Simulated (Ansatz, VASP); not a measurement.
**Two plane-wave programs on ZrO2**

```
Zr O
1.0
     3.60127    0.00000    0.00000
     0.00000    3.60127    0.00000
     0.00000    0.00000    5.23036
Zr O
2 4
Direct
  0.00000 0.00000 0.00000
  0.50000 0.50000 0.50000
  0.00000 0.50000 0.19635
  0.00000 0.50000 0.69635
  0.50000 0.00000 0.30365
  0.50000 0.00000 0.80365
```

Alike in both runs: functional r2SCAN; k mesh 8 × 8 × 6; occupations fermi-dirac, width 0.02 eV; no spin polarisation.

Ansatz relaxed the structure, and its values are those at the end. VASP's run is a single point on that final structure, the one shown.

```csv
,VASP,Ansatz
version,VASP 6.6.1,Ansatz 0.2.0
potentials or method,"VASP PAW PBE potentials, release 64 (Zr_sv, O), cutoff 660 eV",PAW plane waves
valence electrons in the cell,48,48
```

VASP gave:

- gap on the k mesh at the Fermi level (eV): 4.59
- pressure (GPa): 0.1
- rms of the force components (eV/Å): 0.015

Estimate Ansatz's values.

gap on the k mesh at the Fermi level (eV): 4.61; pressure (GPa): 0.0; rms of the force components (eV/Å): 0.000.

VASP's potentials were made for PBE, not for r2SCAN.
